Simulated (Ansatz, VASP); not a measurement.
AlN in VASP and in Ansatz

INCAR

```
SYSTEM = AlN
  PREC = Accurate
  ENCUT = 520
  EDIFF = 1E-6
  ISMEAR = -1
  SIGMA = 0.02
  LREAL = .FALSE.
  LASPH = .TRUE.
  NELM = 100
  ALGO = Normal
  ISIF = 2
  LWAVE = .FALSE.
  LCHARG = .TRUE.
  GGA = PE
  LELF = .TRUE.
  LVHAR = .TRUE.
  NBANDS = 16
```

The input KPOINTS:

```
Automatic mesh
0
G
  11 11 6
  0 0 0
```

File POSCAR:

```
AlN
1.0
    3.1519410852      0.0000000000      0.0000000000
   -1.5759705426      2.7296610510      0.0000000000
    0.0000000000      0.0000000000      5.0435075122
Al N
2 2
Direct
    0.3333333333      0.6666666667      0.0000000000
    0.6666666667      0.3333333333      0.5000000000
    0.3333333333      0.6666666667      0.3850000000
    0.6666666667      0.3333333333      0.8850000000
```

Input for Ansatz:

```yaml
crystal:
  lattice:
    - [3.1519410852, 0.0, 0.0]
    - [-1.5759705426, 2.729661051, 0.0]
    - [0.0, 0.0, 5.0435075122]
  atoms:
    - { symbol: Al, position: [0.3333333333, 0.6666666667, 0.0] }
    - { symbol: Al, position: [0.6666666667, 0.3333333333, 0.5] }
    - { symbol: "N", position: [0.3333333333, 0.6666666667, 0.385] }
    - { symbol: "N", position: [0.6666666667, 0.3333333333, 0.885] }
kpoints:
  mp_grid: { grid: [11, 11, 6] }
  band_path:
    path:
      - [0.0, 0.0, 0.0]
      - [0.5, 0.0, 0.0]
      - [0.3333333333, 0.3333333333, 0.0]
      - [0.0, 0.0, 0.0]
      - [0.0, 0.0, 0.5]
      - [0.5, 0.0, 0.5]
      - [0.3333333333, 0.3333333333, 0.5]
      - [0.0, 0.0, 0.5]
      - [0.5, 0.0, 0.5]
    npoints: 5
scf:
  occupations: { method: fermi_dirac, width: 0.02 }
hamiltonian:
  xc: pbe
  pseudopotentials: { kind: all_electron, lapw: { basis_error: 0.001 } }
output:
  forces: true
  stress: true
  eigenvalues: true
```

Change from the starting cell: volume scaled by 1.04.

Alike in both runs: task single point; functional PBE; k mesh 11 × 11 × 6; occupations fermi-dirac, width 0.02 eV; no spin polarisation.

|  | VASP | Ansatz |
| --- | --- | --- |
| version | VASP 6.6.1 | Ansatz 0.2.0 |
| potentials or method | VASP PAW PBE potentials, release 64 (Al, N), cutoff 520 eV | all-electron LAPW, scalar-relativistic |

```tsv
	VASP	Ansatz	Ansatz less VASP
gap on the k mesh at the Fermi level (eV)	3.82	3.82	-0.002
pressure (GPa)	-3.8	-3.6	+0.18
traceless stress, the component that is largest in VASP (GPa)	-0.57	-0.61	-0.032
rms of the force components (eV/Å)	0.103	0.103	-0.0002
```

Atom by atom the forces differ by 0.000 eV/Å (rms over components). Ansatz ran all-electron here, and VASP with PAW potentials.
